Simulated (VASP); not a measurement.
# H2CO in VASP: single point with PBE

Aim: the single point of H2CO with PBE.

All numbers are computed with VASP 6.6.1; they aren't measurements. Logs are shortened: lines on timing, memory, paths and dates and some standing lists are left out, and cuts for length are marked.

## 1. The cell of the first run

The cell holds a disordered packing, 32 atoms: a = 8.127 Å, b = 8.127 Å, c = 8.127 Å, α = 90.00°, β = 90.00°, γ = 90.00°.

## 2. Single point, PBE

Input file INCAR:

```
SYSTEM = H2CO
  ALGO = Normal
  EDIFF = 1E-6
  ENCUT = 1000
  GGA = PE
  GGA_COMPAT = .False.
  ISIF = 2
  ISMEAR = -1
  LASPH = .True.
  LCHARG = .False.
  LREAL = Auto
  LWAVE = .False.
  NBANDS = 70
  NELM = 120
  PREC = Accurate
  SIGMA = 0.02
```

Input file KPOINTS:

```
k-points
0
Gamma
  1 1 1
  0 0 0
```

Input file POSCAR:

```
H2CO
1.0
    8.1271360000      0.0000000000      0.0000000000
    0.0000000000      8.1271360000      0.0000000000
    0.0000000000      0.0000000000      8.1271360000
O C H
8 8 16
Direct
    0.0507357775      0.4562179162      0.3041231374
    0.2227336300      0.2982946857     -0.0522742401
    0.6531263757     -0.1723717809      0.2166958644
    0.2543435031      0.8792713897      0.4770426454
   -0.0344419454      0.6447694755      0.7308979318
    0.2888301176      0.8909629073      1.0426425477
    0.8917379412      0.1026347309      0.6500485355
    0.7352344462      0.3014092577      0.0712429308
    0.0812650769      0.3101222749      0.3036659140
    0.3603385471      0.3522557997     -0.0305623028
    0.6449526180     -0.0479110584      0.2990780616
    0.1504749746      0.8578966981      0.3717704185
    0.0648631971      0.5487969679      0.6746382308
    0.4157799782      0.8714806684      0.9673007524
    0.9622228713      0.0255027034      0.7575222898
    0.7830695555      0.4395817716      0.0396879803
    0.2077136878      0.2632764918      0.3292415565
   -0.0152736697      0.2162812015      0.2780146171
    0.4645342490      0.3180499546     -0.1129542908
    0.3871306035      0.4375974079      0.0738995034
    0.6070122964      0.0724695723      0.2453749155
    0.6768252183     -0.0468594675      0.4323149707
    0.1170246311      0.7330502841      0.3269601962
    0.0827927847      0.9636785197      0.3164047490
    0.1856195280      0.5912312038      0.6247735027
    0.0394035258      0.4142757913      0.6696515242
    0.4976184395      0.9762590046      0.9335378569
    0.4571262664      0.7476795256      0.9247625363
    1.0983562503      0.0122664834      0.7592713671
    0.8961235045     -0.0363150335      0.8605768660
    0.9125460635      0.4654890381      0.0055596848
    0.6977834563      0.5471057148      0.0423366472
```

Potentials or basis: VASP PAW PBE potentials, release 64 (O_h, C_h, H_h).

Run with:

```bash
cat potpaw_PBE.64/O_h/POTCAR potpaw_PBE.64/C_h/POTCAR potpaw_PBE.64/H_h/POTCAR > POTCAR
mpirun -np 1 vasp_gam > vasp.out
```

OUTCAR:

```text
SYSTEM = H2CO
   EDIFF = 1E-6
   ENCUT = 1000
   GGA = PE
   ISIF = 2
   ISMEAR = -1
   LASPH = .True.
   LREAL = Auto
   NELM = 120
   PREC = Accurate

 ion  position               nearest neighbor table
   1  0.051  0.456  0.304-   9 1.21
   2  0.223  0.298  0.948-  10 1.21
   3  0.653  0.828  0.217-  11 1.21
   4  0.254  0.879  0.477-  12 1.21
   5  0.966  0.645  0.731-  13 1.21
   6  0.289  0.891  0.043-  14 1.21
   7  0.892  0.103  0.650-  15 1.22
   8  0.735  0.301  0.071-  16 1.22
   9  0.081  0.310  0.304-  18 1.11  17 1.12   1 1.21
  10  0.360  0.352  0.969-  19 1.11  20 1.12   2 1.21
  11  0.645  0.952  0.299-  22 1.11  21 1.11   3 1.21
  12  0.150  0.858  0.372-  23 1.11  24 1.12   4 1.21
  13  0.065  0.549  0.675-  26 1.11  25 1.12   5 1.21
  14  0.416  0.871  0.967-  27 1.11  28 1.12   6 1.21
  15  0.962  0.026  0.758-  29 1.11  30 1.11   7 1.22
  16  0.783  0.440  0.040-  31 1.11  32 1.12   8 1.22
  17  0.208  0.263  0.329-   9 1.12
  18  0.985  0.216  0.278-   9 1.11
  19  0.465  0.318  0.887-  10 1.11
  20  0.387  0.438  0.074-  10 1.12
  21  0.607  0.072  0.245-  11 1.11
  22  0.677  0.953  0.432-  11 1.11
[... 8 lines left out ...]
  31  0.913  0.465  0.006-  16 1.11
  32  0.698  0.547  0.042-  16 1.12

  LATTYP: Found a simple cubic cell.
 ALAT       =     8.1271360000

  Lattice vectors:

 A1 = (   8.1271360000,   0.0000000000,   0.0000000000)
 A2 = (   0.0000000000,   8.1271360000,   0.0000000000)
 A3 = (   0.0000000000,   0.0000000000,   8.1271360000)

Analysis of symmetry for initial positions (statically):
=====================================================================
 Subroutine PRICEL returns:
 Original cell was already a primitive cell.

 Routine SETGRP: Setting up the symmetry group for a
 simple cubic supercell.

 Subroutine GETGRP returns: Found  1 space group operations
 (whereof  1 operations were pure point group operations)
 out of a pool of 48 trial point group operations.

The static configuration has the point symmetry C_1 .

Analysis of symmetry for dynamics (positions and initial velocities):
=====================================================================
 Subroutine PRICEL returns:
 Original cell was already a primitive cell.

 Routine SETGRP: Setting up the symmetry group for a
 simple cubic supercell.

 Subroutine GETGRP returns: Found  1 space group operations
 (whereof  1 operations were pure point group operations)
 out of a pool of 48 trial point group operations.

The dynamic configuration has the point symmetry C_1 .

 Subroutine INISYM returns: Found  1 space group operations
 (whereof  1 operations are pure point group operations),
 and found     1 'primitive' translations

----------------------------------------------------------------------------------------

                                     Primitive cell

  volume of cell :     536.8001

  direct lattice vectors                    reciprocal lattice vectors
     8.127136000  0.000000000  0.000000000     0.123044576  0.000000000  0.000000000
     0.000000000  8.127136000  0.000000000     0.000000000  0.123044576  0.000000000
     0.000000000  0.000000000  8.127136000     0.000000000  0.000000000  0.123044576

  length of vectors
     8.127136000  8.127136000  8.127136000     0.123044576  0.123044576  0.123044576

  position of ions in fractional coordinates (direct lattice)
     0.050735778  0.456217916  0.304123137
     0.222733630  0.298294686  0.947725760
     0.653126376  0.827628219  0.216695864
     0.254343503  0.879271390  0.477042645
     0.965558055  0.644769475  0.730897932
     0.288830118  0.890962907  0.042642548
[... 24 lines left out ...]
     0.912546064  0.465489038  0.005559685
     0.697783456  0.547105715  0.042336647

  ion indices of the primitive-cell ions
   primitive index   ion index
                 1           1
                 2           2
                 3           3
                 4           4
                 5           5
                 6           6
[... 24 lines left out ...]
                31          31
                32          32

----------------------------------------------------------------------------------------

 KPOINTS: k-points

Automatic generation of k-mesh.
 Grid dimensions read from file:
 generate k-points for:    1    1    1

 Generating k-lattice:

  Cartesian coordinates                     Fractional coordinates (reciprocal lattice)
     0.123044576  0.000000000  0.000000000     1.000000000  0.000000000  0.000000000
     0.000000000  0.123044576  0.000000000     0.000000000  1.000000000  0.000000000
     0.000000000  0.000000000  0.123044576     0.000000000  0.000000000  1.000000000

  Length of vectors
     0.123044576  0.123044576  0.123044576

  Shift w.r.t. Gamma in fractional coordinates (k-lattice)
     0.000000000  0.000000000  0.000000000

 Subroutine IBZKPT returns following result:
 ===========================================

 Found      1 irreducible k-points:

 Following reciprocal coordinates:
            Coordinates               Weight
  0.000000  0.000000  0.000000      1.000000
   k-points           NKPTS =      1   k-points in BZ     NKDIM =      1   number of bands    NBANDS=     70
   number of dos      NEDOS =    301   number of ions     NIONS =     32
   total plane-waves  NPLWV = 592704
   dimension x,y,z NGX =    84 NGY =   84 NGZ =   84
   dimension x,y,z NGXF=   168 NGYF=  168 NGZF=  168
   ions per type =               8   8  16
   NGX,Y,Z   is equivalent  to a cutoff of  17.18, 17.18, 17.18 a.u.
   NGXF,Y,Z  is equivalent  to a cutoff of  34.37, 34.37, 34.37 a.u.
 SYSTEM =  H2CO
   PREC   = accura    normal or accurate (medium, high low for compatibility)
   ISTART =      0    job   : 0-new  1-cont  2-samecut
   ICHARG =      2    charge: 1-file 2-atom 10-const
   ISPIN  =      1    spin polarized calculation?
   LNONCOLLINEAR =      F non collinear calculations
   LSORBIT =      F    spin-orbit coupling
   LASPH  =      T    aspherical Exc in radial PAW
   ENCUT  = 1000.0 eV  73.50 Ry    8.57 a.u.  20.96 20.96 20.96*2*pi/ulx,y,z
   NELM   =    120;   NELMIN=  2; NELMDL= -5     # of ELM steps
   EDIFF  = 0.1E-05   stopping-criterion for ELM
   LREAL  =      T    real-space projection
   EDIFFG = 0.1E-04   stopping-criterion for IOM
   NSW    =      0    number of steps for IOM
[... 5 lines left out ...]
   TEBEG  =    0.0;   TEEND  =   0.0 temperature during run
   PSTRESS=    0.0 pullay stress
   NELECT =      96.0000    total number of electrons
   NUPDOWN=      -1.0000    fix difference up-down
   EMIN   =  10.00;   EMAX   =-10.00  energy-range for DOS
   EFERMI =   0.00;   METHOD = LEGACY
   ISMEAR =    -1;   SIGMA  =   0.02  broadening in eV -4-tet -1-fermi 0-gaus
   EFERMI_NEDOS =   21; number of points for ismear=-14 and -15
   IALGO  =     38    algorithm
   IMIX   =      4    mixing-type and parameters
     AMIX     =   0.40;   BMIX     =  1.00
     AMIX_MAG =   1.60;   BMIX_MAG =  1.00
  volume/ion in A,a.u.               =      16.78       113.20
  Fermi-wavevector in a.u.,A,eV,Ry     =   0.922347  1.742983 11.574805  0.850724
  Thomas-Fermi vector in A             =   2.047864
   LORBIT       =      0    0 simple, 1 ext, 2 COOP (PROOUT), +10 PAW based schemes
   GGA     = PE    functional components
   LHFCALC =     F    Hartree Fock is set to
   AEXX    =    0.0000 exact exchange contribution
   IVDW    =     0    specifies the selected vdW correction
   LEPSILON=     F    determine dielectric tensor
   LRPA    =     F    only Hartree local field effects (RPA)
 non-spin polarized calculation
  energy-cutoff  :     1000.00
  volume of cell :      536.80
 maximum number of plane-waves:     19249
 NGX is ok and might be reduce to    84
   NGX = 41   NGY = 41   NGZ = 41

 number of electron      96.0000001 magnetization

 Free energy of the ion-electron system (eV)
  ---------------------------------------------------
  ext. energy  EPLUGINS =         0.00000000
  ---------------------------------------------------
  free energy    TOTEN  =      -179.14327254 eV

  energy without entropy =     -179.14327254  energy(sigma->0) =     -179.14327254

 E-fermi :  -2.6076     XC(G=0):  -5.6950

 val. band max:       -3.0933636438   @ k =   0.0000   0.0000   0.0000
 cond. band min:      -0.0853317147   @ k =   0.0000   0.0000   0.0000
 fundamental gap:      3.0080319290
 Fermi energy:        -2.6076205070

 k-point     1 :       0.0000    0.0000    0.0000
  band No.  band energies     occupation
      1     -24.0475      2.00000
      2     -23.9613      2.00000
      3     -23.8565      2.00000
      4     -23.7841      2.00000
      5     -23.7794      2.00000
      6     -23.7705      2.00000
[... 52 lines left out ...]
     59       3.3774      0.00000
     60       3.3972      0.00000
 [bands above 60 left out]

------------------------ aborting loop because EDIFF is reached ----------------------------------------

  FORCE on cell =-STRESS in cart. coord.  units (eV):
  Direction    XX          YY          ZZ          XY          YZ          ZX
  --------------------------------------------------------------------------------------
  -------------------------------------------------------------------------------------
  Total       -0.3285807     -0.3481602     -0.3665532     -0.1036243      0.0385834      0.0652624
  in kB       -0.9807087     -1.0391474     -1.0940446     -0.3092855      0.1151590      0.1947876
  external PRESSURE =      -1.0379669 kB  Pullay stress =       0.0000000 kB

 VOLUME and BASIS-vectors are now :
 -----------------------------------------------------------------------------
  energy-cutoff  :     1000.00
  volume of cell :      536.80
      direct lattice vectors                 reciprocal lattice vectors
     8.127136000  0.000000000  0.000000000     0.123044576  0.000000000  0.000000000
     0.000000000  8.127136000  0.000000000     0.000000000  0.123044576  0.000000000
     0.000000000  0.000000000  8.127136000     0.000000000  0.000000000  0.123044576

 POSITION                                       TOTAL-FORCE (eV/Angst)
 -----------------------------------------------------------------------------------
      0.41234      3.70775      2.47165        -0.050330      0.012444      0.027116
      1.81019      2.42428      7.70230        -0.006742     -0.003868      0.016516
      5.30805      6.72625      1.76112        -0.033977      0.050553     -0.026399
      2.06708      7.14596      3.87699         0.022626      0.000160     -0.005439
      7.84722      5.24013      5.94011        -0.077236      0.121308      0.042408
      2.34736      7.24098      0.34656        -0.043711      0.008060      0.027137
[... 24 lines left out ...]
      7.41639      3.78309      0.04518        -0.012590      0.007684      0.008226
      5.67098      4.44640      0.34408         0.076568      0.017376      0.013248
 -----------------------------------------------------------------------------------
    total drift:                                0.003052      0.000711     -0.002073

  FREE ENERGIE OF THE ION-ELECTRON SYSTEM (eV)
  ---------------------------------------------------
  free  energy   TOTEN  =      -179.1432725417 eV

  energy  without entropy=     -179.1432725417  energy(sigma->0) =     -179.14327254
```

Run time: 97 s. Hardware: 1 thread of Intel Xeon 6975P-C (Granite Rapids), shared host; peak memory 1 GiB.

Results:

| Property | Result |
| --- | --- |
| Free energy | -179.1433 eV |
| Pressure | -0.1 GPa |
| Largest force | 0.213 eV/Å |
| Band gap on the k mesh | 3.01 eV |

Forces in eV/Å, atoms in the order of the input:
```
O   -0.050  0.012  0.027
O   -0.007 -0.004  0.017
O   -0.034  0.051 -0.026
O    0.023  0.000 -0.005
O   -0.077  0.121  0.042
O   -0.044  0.008  0.027
O    0.060 -0.128  0.159
O   -0.001 -0.028 -0.004
C    0.087  0.001 -0.006
C   -0.092 -0.011  0.006
C    0.022  0.042  0.069
C    0.055  0.029  0.077
C    0.041 -0.073 -0.071
C    0.049 -0.010 -0.034
C    0.058  0.000 -0.081
C   -0.051 -0.001 -0.019
H   -0.056 -0.045  0.022
H    0.022  0.008 -0.030
H   -0.009  0.117  0.064
H    0.102 -0.071 -0.079
H   -0.025 -0.056  0.003
H    0.017 -0.038 -0.016
H   -0.015  0.013 -0.025
H   -0.040 -0.046 -0.055
H   -0.037 -0.012  0.018
H    0.018 -0.010  0.021
H    0.014 -0.018 -0.010
H    0.011  0.012 -0.008
H   -0.028  0.014 -0.027
H   -0.074  0.102 -0.077
H   -0.013  0.008  0.008
H    0.077  0.017  0.013
```

Caveat: the k points lie up to 0.77 Å⁻¹ apart.
